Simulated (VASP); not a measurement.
# Nd2H3 in VASP: notebook

Runs on Nd2H3. Level: PBE. Tasks: relaxation of shape and atoms at fixed volume, single point, relaxation of cell and atoms.

All numbers are computed with VASP 6.6.1; they aren't measurements. Logs are shortened: lines on timing, memory, paths and dates and some standing lists are left out, and cuts for length are marked.

## (1) The cell of the first run

It takes space group R3m (No. 160, trigonal). The conventional cell has a = 3.812 Å, b = 3.812 Å, c = 18.875 Å, α = 90.00°, β = 90.00°, γ = 120.00°. Within 3.1 Å of Nd (site symmetry 3m) lie 5 H at 2.33 to 2.37 Å. Within 3.1 Å of Nd (site symmetry 3m) lie 7 H at 2.31 to 2.34 Å. H (site symmetry 3m) has 4 Nd at 2.33 to 2.34 Å and 6 H at 2.68 to 2.72 Å within 3.1 Å. Within 3.1 Å of H (site symmetry 3m) lie 4 Nd at 2.31 to 2.34 Å and 3 H at 2.68 Å. H (site symmetry 3m) has 4 Nd at 2.34 to 2.37 Å and 3 H at 2.72 Å within 3.1 Å.

## (2) Relaxation of shape and atoms at fixed volume, PBE (15.83 Å³/atom)

File INCAR:

```
PREC     = Accurate       # precision mode
ENCUT    = 500            # plane-wave cutoff, eV
EDIFF    = 1E-7           # SCF threshold, eV
ISMEAR   = 0              # smearing method
SIGMA    = 0.1            # smearing width, eV
LREAL    = False          # projectors in reciprocal space
LASPH    = True           # aspherical terms in the spheres
NELM     = 200            # most SCF steps
ALGO     = Normal         # electronic algorithm
ISIF     = 4              # what is computed and relaxed
LWAVE    = False          # write WAVECAR
LCHARG   = False          # write CHGCAR
GGA      = PE             # functional
IBRION   = 2              # ionic algorithm
NSW      = 50             # ionic steps
EDIFFG   = -0.01          # ionic threshold
GGA_COMPAT= False        
NELMIN   = 4            
LMAXMIX  = 6              # l up to which the mixer works
```

File KPOINTS:

```
Automatic mesh
0
Gamma
  12 12 12
```

File POSCAR:

```
Nd2H3
1.0
    1.9059057729      1.1003752110      6.2917259487
   -1.9059057729      1.1003752110      6.2917259487
    0.0000000000     -2.2007504220      6.2917259487
Nd H
2 3
Direct
    0.2224606420      0.2224606420      0.2224606420
    0.7207000880      0.7207000880      0.7207000880
    0.3456489142      0.3456489142      0.3456489142
    0.5983464984      0.5983464984      0.5983464984
    0.0966940613      0.0966940613      0.0966940613
```

Potentials or basis: VASP PAW PBE potentials, release 64 (Nd_3, H), 4f in core.

On the command line:

```sh
> cat potpaw_PBE.64/Nd_3/POTCAR potpaw_PBE.64/H/POTCAR > POTCAR
> mpirun -np 1 vasp_std > vasp.out
```

OUTCAR:

```text
PREC = Accurate
   ENCUT = 500
   EDIFF = 1E-7
   ISMEAR = 0
   LREAL = False
   LASPH = True
   NELM = 200
   ISIF = 4
   GGA = PE
   IBRION = 2
   NSW = 50
   EDIFFG = -0.01
   NELMIN = 4

 ion  position               nearest neighbor table
   1  0.222  0.222  0.222-   3 2.33   4 2.34   4 2.34   4 2.34
   2  0.721  0.721  0.721-   4 2.31   3 2.34   3 2.34   3 2.34   5 2.34   5 2.34   5 2.34
   3  0.346  0.346  0.346-   1 2.33   2 2.34   2 2.34   2 2.34
   4  0.598  0.598  0.598-   2 2.31   1 2.34   1 2.34   1 2.34
   5  0.097  0.097  0.097-   2 2.34   2 2.34   2 2.34

  LATTYP: Found a trigonal (rhomboedric) cell.
 ALAT       =     6.6655170717
 COS(alpha) =     0.8364821544

  Lattice vectors:

 A1 = (   1.9059057729,   1.1003752110,   6.2917259487)
 A2 = (  -1.9059057729,   1.1003752110,   6.2917259487)
 A3 = (   0.0000000000,  -2.2007504220,   6.2917259487)

Analysis of symmetry for initial positions (statically):
=====================================================================
 Subroutine PRICEL returns:
 Original cell was already a primitive cell.

 Routine SETGRP: Setting up the symmetry group for a
 trigonal (rhombohedral) supercell.

 Subroutine GETGRP returns: Found  6 space group operations
 (whereof  6 operations were pure point group operations)
 out of a pool of 12 trial point group operations.

The static configuration has the point symmetry C_3v.

Analysis of symmetry for dynamics (positions and initial velocities):
=====================================================================
 Subroutine PRICEL returns:
 Original cell was already a primitive cell.

 Routine SETGRP: Setting up the symmetry group for a
 trigonal (rhombohedral) supercell.

 Subroutine GETGRP returns: Found  6 space group operations
 (whereof  6 operations were pure point group operations)
 out of a pool of 12 trial point group operations.

The dynamic configuration has the point symmetry C_3v.

 Subroutine INISYM returns: Found  6 space group operations
 (whereof  6 operations are pure point group operations),
 and found     1 'primitive' translations

----------------------------------------------------------------------------------------

                                     Primitive cell

  volume of cell :      79.1705

  direct lattice vectors                    reciprocal lattice vectors
     1.905905773  1.100375211  6.291725949     0.262342455  0.151463487  0.052979633
    -1.905905773  1.100375211  6.291725949    -0.262342455  0.151463487  0.052979633
     0.000000000 -2.200750422  6.291725949     0.000000000 -0.302926974  0.052979633

  length of vectors
     6.665517072  6.665517072  6.665517072     0.307524947  0.307524947  0.307524948

  position of ions in fractional coordinates (direct lattice)
     0.222460642  0.222460642  0.222460642
     0.720700088  0.720700088  0.720700088
     0.345648914  0.345648914  0.345648914
     0.598346498  0.598346498  0.598346498
     0.096694061  0.096694061  0.096694061

  ion indices of the primitive-cell ions
   primitive index   ion index
                 1           1
                 2           2
                 3           3
                 4           4
                 5           5

----------------------------------------------------------------------------------------

 KPOINTS: Automatic mesh

Automatic generation of k-mesh.
 Grid dimensions read from file:
 generate k-points for:   12   12   12

 Generating k-lattice:

  Cartesian coordinates                     Fractional coordinates (reciprocal lattice)
     0.021861871  0.012621957  0.004414969     0.083333333 -0.000000000  0.000000000
    -0.021861871  0.012621957  0.004414969    -0.000000000  0.083333333  0.000000000
     0.000000000 -0.025243915  0.004414969     0.000000000  0.000000000  0.083333333

  Length of vectors
     0.025627079  0.025627079  0.025627079

  Shift w.r.t. Gamma in fractional coordinates (k-lattice)
     0.000000000  0.000000000  0.000000000

 Subroutine IBZKPT returns following result:
 ===========================================

[... 42 lines left out ...]
   IALGO  =     38    algorithm
   IMIX   =      4    mixing-type and parameters
     AMIX     =   0.40;   BMIX     =  1.00
     AMIX_MAG =   1.60;   BMIX_MAG =  1.00
  volume/ion in A,a.u.               =      15.83       106.85
  Fermi-wavevector in a.u.,A,eV,Ry     =   1.114809  2.106683 16.909304  1.242799
  Thomas-Fermi vector in A             =   2.251407
   LORBIT       =      0    0 simple, 1 ext, 2 COOP (PROOUT), +10 PAW based schemes
   GGA     = PE    functional components
   LHFCALC =     F    Hartree Fock is set to
   AEXX    =    0.0000 exact exchange contribution
   IVDW    =     0    specifies the selected vdW correction
   LEPSILON=     F    determine dielectric tensor
   LRPA    =     F    only Hartree local field effects (RPA)
 conjugate gradient relaxation of ions
 non-spin polarized calculation
 Gauss-broadening in eV      SIGMA  =   0.10
  energy-cutoff  :      500.00
  volume of cell :       79.17
 maximum number of plane-waves:      2032
 NGX is ok and might be reduce to    50

--------------------------------------- Ionic step        1  -------------------------------------------

 number of electron      25.0000000 magnetization

 Free energy of the ion-electron system (eV)
  ---------------------------------------------------
  ext. energy  EPLUGINS =         0.00000000
  ---------------------------------------------------
  free energy    TOTEN  =       -22.04762463 eV

  energy without entropy =      -22.03552783  energy(sigma->0) =      -22.04157623

------------------------ aborting loop because EDIFF is reached ----------------------------------------

  FORCE on cell =-STRESS in cart. coord.  units (eV):
  Direction    XX          YY          ZZ          XY          YZ          ZX
  --------------------------------------------------------------------------------------
  -------------------------------------------------------------------------------------
  Total        1.0053575      1.0053575      1.0176318      0.0000000      0.0000000      0.0000000
  in kB       20.3454752     20.3454752     20.5938716      0.0000000      0.0000000      0.0000000
  external PRESSURE =      20.4282740 kB  Pullay stress =       0.0000000 kB
[... 63 lines left out ...]
  energy  without entropy=      -22.0357635643  energy(sigma->0) =      -22.04181992

--------------------------------------- Ionic step        3  -------------------------------------------

 number of electron      25.0000000 magnetization

 Free energy of the ion-electron system (eV)
  ---------------------------------------------------
  ext. energy  EPLUGINS =         0.00000000
  ---------------------------------------------------
  free energy    TOTEN  =       -22.04798524 eV

  energy without entropy =      -22.03584935  energy(sigma->0) =      -22.04191729

 E-fermi :   3.1716     XC(G=0):  -9.7104

 val. band max:        3.1652343767   @ k =   0.2500   0.2500   0.0000
 cond. band min:       3.1717702228   @ k =  -0.2500   0.2500   0.0833
 fundamental gap:      0.0065358461
 Fermi energy:         3.1715996894

 k-point     1 :       0.0000    0.0000    0.0000
  band No.  band energies     occupation
      1     -34.8059      2.00000
      2     -34.6750      2.00000
      3     -16.3759      2.00000
      4     -15.6709      2.00000
      5     -15.6709      2.00000
      6     -15.5594      2.00000
[... 8 lines left out ...]
     15       4.3109      0.00000
     16       4.3109      0.00000
[... 420 lines left out ...]
  band No.  band energies     occupation
      1     -34.7361      2.00000
      2     -34.6268      2.00000
      3     -16.2487      2.00000
      4     -16.1916      2.00000
      5     -15.9601      2.00000
      6     -15.9420      2.00000
[... 8 lines left out ...]
     15       5.3597      0.00000
     16       5.7888      0.00000

 [... further k-points ...]

------------------------ aborting loop because EDIFF is reached ----------------------------------------

  FORCE on cell =-STRESS in cart. coord.  units (eV):
  Direction    XX          YY          ZZ          XY          YZ          ZX
  --------------------------------------------------------------------------------------
  -------------------------------------------------------------------------------------
  Total        0.9966306      0.9966306      0.9708870      0.0000000      0.0000000      0.0000000
  in kB       20.1688678     20.1688678     19.6478943      0.0000000      0.0000000      0.0000000
  external PRESSURE =      19.9952100 kB  Pullay stress =       0.0000000 kB
[... 20 lines left out ...]
  FREE ENERGIE OF THE ION-ELECTRON SYSTEM (eV)
  ---------------------------------------------------
  free  energy   TOTEN  =       -22.0479852375 eV

  energy  without entropy=      -22.0358493513  energy(sigma->0) =      -22.04191729

 reached required accuracy - stopping structural energy minimisation
```

Run time: 18 min. Hardware: 1 thread of AMD EPYC 7R13 (Zen 3), shared host; peak memory 0.48 GiB.

Results:

| Quantity | Value |
| --- | --- |
| Free energy | -22.0480 eV |
| Energy gained by relaxing | 0.1 meV/atom |
| Ionic steps | 3 |
| Pressure after relaxing | 2.0 GPa |
| Largest force after relaxing | 0.006 eV/Å |
| Band gap on the k mesh | zero (an odd number of electrons rules out a gap without spin polarisation) |

Forces on the atoms (eV/Å):
```
Nd   0.000  0.000  0.000
Nd   0.000  0.000 -0.003
H    0.000  0.000 -0.006
H    0.000  0.000  0.004
H    0.000  0.000  0.005
```

Step by step:
```tsv
step	energy change (eV)	largest force (eV/Å)	pressure (GPa)	volume (Å³)
1	0.0000	0.0577	2.04	79.17
2	-0.0003	0.0326	2.02	79.17
3	-0.0004	0.0057	2.00	79.17
```

Final structure:
```cif
data_structure
_symmetry_space_group_name_H-M 'P 1'
_symmetry_Int_Tables_number 1
_cell_length_a 6.6665
_cell_length_b 6.6665
_cell_length_c 6.6665
_cell_angle_alpha 33.221
_cell_angle_beta 33.221
_cell_angle_gamma 33.221
_cell_volume 79.17
loop_
_atom_site_label
_atom_site_type_symbol
_atom_site_fract_x
_atom_site_fract_y
_atom_site_fract_z
_atom_site_occupancy
Nd1 Nd 0.22212 0.22212 0.22212 1
Nd2 Nd 0.72103 0.72103 0.72103 1
H1 H 0.34564 0.34564 0.34564 1
H2 H 0.59829 0.59829 0.59829 1
H3 H 0.09677 0.09677 0.09677 1
```

Caveat: spin-orbit coupling is left out, which moves the levels of the heavy elements; the 4f electrons are frozen in the core, so they carry no moment and show no levels.

## (3) Single point, PBE

This run uses another cell than the first one: it holds 10 atoms, not 5.

File INCAR:

```
ALGO     = Normal         # electronic algorithm
EDIFF    = 1E-6           # SCF threshold, eV
ENCUT    = 500            # plane-wave cutoff, eV
GGA      = PE             # functional
GGA_COMPAT= F            
ISIF     = 2              # what is computed and relaxed
ISMEAR   = 0              # smearing method
LASPH    = T              # aspherical terms in the spheres
LCHARG   = F              # write CHGCAR
LMAXMIX  = 6              # l up to which the mixer works
LREAL    = F              # projectors in reciprocal space
LWAVE    = F              # write WAVECAR
NBANDS   = 36             # bands
NELM     = 200            # most SCF steps
PREC     = Accurate       # precision mode
SIGMA    = 0.2            # smearing width, eV
```

File KPOINTS:

```
k-points
0
Gamma
  6 4 6
```

File POSCAR:

```
Nd2H3
1.0
   -3.8476735697      0.0009306005      0.0012790236
   -0.0015226549      6.6811883380     -0.0048973025
    1.9261963091     -1.1093947079     -6.3576140557
Nd H
4 6
Direct
    0.6666767044      0.8887380633      0.3328511310
    0.1664186051      0.3887679414      0.3328319005
    0.9189702211      0.6397501102      0.8379996558
    0.4188266988      0.1397258044      0.8379755696
    0.4811540652      0.8272919194      0.9623146839
    0.9809610498      0.3272461910      0.9622639054
    0.1028101652      0.7007404067      0.2050609609
    0.6025242780      0.2006441129      0.2050317680
    0.8549535830      0.9515931003      0.7102873203
    0.3551540180      0.4516521468      0.7102818818
```

Potentials or basis: VASP PAW PBE potentials, release 64 (Nd_3, H), 4f in core.

On the command line:

```sh
> cat potpaw_PBE.64/Nd_3/POTCAR potpaw_PBE.64/H/POTCAR > POTCAR
> mpirun -np 1 vasp_std > vasp.out
```

Wall time 4.2 min (1 thread of Intel Xeon Platinum 8488C (Sapphire Rapids), shared host); peak memory 0.47 GiB.

It converged, with:

```yaml
Free_energy: -44.1712 eV
Pressure: 0.1 GPa
Largest_force: 0.013 eV/Å
Band_gap_on_the_k_mesh: zero (bands 25 and 26 overlap by 0.89 eV)
```

Forces on the atoms (eV/Å):
```
Nd   0.001 -0.003 -0.002
Nd   0.000 -0.005 -0.001
Nd   0.000  0.001  0.013
Nd  -0.001  0.002  0.013
H    0.000 -0.001 -0.013
H   -0.001  0.000 -0.013
H    0.001  0.001 -0.004
H    0.000  0.003 -0.004
H   -0.001  0.001  0.006
H    0.001  0.000  0.006
```

Levels at points of the mesh, in eV from the Fermi level:
| k point | band 23 | band 24 | band 25 | band 26 | band 27 | band 28 |
| --- | --- | --- | --- | --- | --- | --- |
| (0.00, 0.00, 0.00) | -0.84 | -0.47 | 0.29 | 0.93 | 0.97 | 0.99 |
| (0.50, 0.00, 0.00) | -0.83 | -0.83 | -0.25 | -0.25 | 0.27 | 0.28 |
| (0.00, 0.50, 0.00) | -0.44 | -0.44 | -0.19 | -0.19 | 1.30 | 1.30 |
| (0.50, 0.50, 0.00) | -1.81 | -0.84 | -0.46 | 0.30 | 0.58 | 0.97 |
| (0.00, 0.00, 0.50) | -1.81 | -0.52 | 0.57 | 0.96 | 1.08 | 1.27 |
| (0.50, 0.00, 0.50) | -0.83 | -0.83 | -0.25 | -0.25 | 0.27 | 0.27 |
| (0.00, 0.50, 0.50) | -0.97 | -0.97 | 0.29 | 0.30 | 0.94 | 0.94 |
| (0.50, 0.50, 0.50) | -1.81 | -0.84 | -0.46 | 0.30 | 0.58 | 0.97 |

Caveat: spin-orbit coupling is left out, which moves the levels of the heavy elements; the 4f electrons are frozen in the core, so they carry no moment and show no levels.

## (4) Relaxation of cell and atoms, PBE

This run uses another cell than the first one, of 16.32 Å³/atom.

File INCAR:

```
SYSTEM = Nd2H3
  ALGO = Normal
  EDIFF = 1E-7
  EDIFFG = -0.01
  ENCUT = 500
  GGA = PE
  GGA_COMPAT = .FALSE.
  IBRION = 2
  ISIF = 3
  ISMEAR = 0
  LASPH = .TRUE.
  LCHARG = .FALSE.
  LMAXMIX = 6
  LREAL = .FALSE.
  LWAVE = .FALSE.
  NELM = 200
  NELMIN = 4
  NSW = 100
  PREC = Accurate
  SIGMA = 0.1
```

File KPOINTS:

```
k-points
0
G
  12 12 12
  0 0 0
```

File POSCAR:

```
Nd2H3
1.0
    1.9227743254      1.1101142744      6.3725066525
   -1.9227743254      1.1101142744      6.3725066525
    0.0000000000     -2.2202285488      6.3725066525
Nd H
2 3
Direct
    0.2223561776      0.2223561776      0.2223561776
    0.7206551235      0.7206551235      0.7206551235
    0.3454622789      0.3454622789      0.3454622789
    0.5986421648      0.5986421648      0.5986421648
    0.0967344590      0.0967344590      0.0967344590
```

On the command line:

```sh
> cat potpaw_PBE.64/Nd_3/POTCAR potpaw_PBE.64/H/POTCAR > POTCAR
> mpirun -np 1 vasp_std > vasp.out
```

Run time: 34 min. Hardware: 1 thread of Intel Xeon Platinum 8488C (Sapphire Rapids), shared host; peak memory 0.51 GiB.

The run converged. Its results:

* Free energy: -22.0653 eV
* Relaxed volume: 16.35 Å³/atom
* Relaxed cell: a = 6.738 Å, b = 6.738 Å, c = 6.738 Å, α = 33.22°, β = 33.22°, γ = 33.22°
* Space group after relaxing (to 0.1 Å): R3m (No. 160)
* Energy gained by relaxing: 0.1 meV/atom
* Ionic steps: 7
* Pressure after relaxing: 0.0 GPa
* Largest force after relaxing: 0.008 eV/Å
* Band gap on the k mesh: zero (an odd number of electrons rules out a gap without spin polarisation)

Forces in eV/Å, atoms in the order of the input:
```
Nd   0.000  0.000 -0.001
Nd   0.000  0.000 -0.002
H    0.000  0.000  0.008
H    0.000  0.000 -0.004
H    0.000  0.000 -0.001
```

The path:
| step | energy change (eV) | largest force (eV/Å) | pressure (GPa) | volume (Å³) |
| --- | --- | --- | --- | --- |
| 1 | 0.0000 | 0.0091 | 0.13 | 81.61 |
| 2 | -0.0002 | 0.0128 | 0.01 | 81.77 |
| 3 | -0.0003 | 0.0145 | -0.04 | 81.84 |
| 4 | -0.0003 | 0.0144 | -0.03 | 81.83 |
| 5 | -0.0003 | 0.0125 | -0.01 | 81.80 |
| 6 | -0.0003 | 0.0109 | 0.03 | 81.74 |
| 7 | -0.0003 | 0.0083 | 0.02 | 81.76 |

Final structure:
```
Nd H
1.0
     1.92639    1.11220    6.36030
    -1.92639    1.11220    6.36030
     0.00000   -2.22440    6.36030
Nd H
2 3
Cartesian
  0.0000 0.0000 4.2442
  0.0000 0.0000 13.7523
  0.0000 0.0000 6.5934
  0.0000 0.0000 11.4186
  0.0000 0.0000 1.8451
```

Levels at points of the mesh, in eV from the Fermi level:
| k point | band 10 | band 11 | band 12 | band 13 | band 14 | band 15 |
| --- | --- | --- | --- | --- | --- | --- |
| (0.00, 0.00, 0.00) | -4.98 | -2.40 | 0.94 | 0.99 | 0.99 | 1.13 |
| (0.50, 0.00, 0.00) | -4.35 | -3.68 | -0.83 | -0.46 | 0.30 | 2.23 |
| (0.50, 0.50, 0.00) | -4.48 | -2.86 | -1.80 | 0.58 | 0.97 | 1.07 |
| (0.50, 0.50, 0.50) | -5.20 | -3.24 | -0.51 | 1.30 | 1.30 | 1.42 |

Caveat: spin-orbit coupling is left out, which moves the levels of the heavy elements; the 4f electrons are frozen in the core, so they carry no moment and show no levels. Spin polarisation is off, so any magnetic state and its effect on volume and gap are missing.

## (5) Summary

```tsv
task	cell	k mesh	smearing	gap on the mesh (eV)	pressure (GPa)	largest force (eV/Å)
relaxation of shape and atoms at fixed volume	relaxed from a = 6.666 Å, angles 33.2°, 5 atoms, atomic positions A	12 × 12 × 12	gaussian 0.1 eV	none	2.0	0.01
single point	a = 3.848, b = 6.681, c = 6.735 Å, angles 99.4, 106.6, 90.0°, 10 atoms, atomic positions B	6 × 4 × 6	gaussian 0.2 eV	none	0.1	0.01
relaxation of cell and atoms	relaxed from a = 6.748 Å, angles 33.1°, 5 atoms, atomic positions C	12 × 12 × 12	gaussian 0.1 eV	none	0.0	0.01
```

Alike in all rows: level PBE; potentials or basis VASP PAW PBE potentials, release 64 (Nd_3, H), 4f in core; no spin polarisation; cutoff (eV) 500.

Caveats: spin-orbit coupling is left out, which moves the levels of the heavy elements; the 4f electrons are frozen in the core, so they carry no moment and show no levels.

Absolute energies hang on the potentials; compare differences alone.
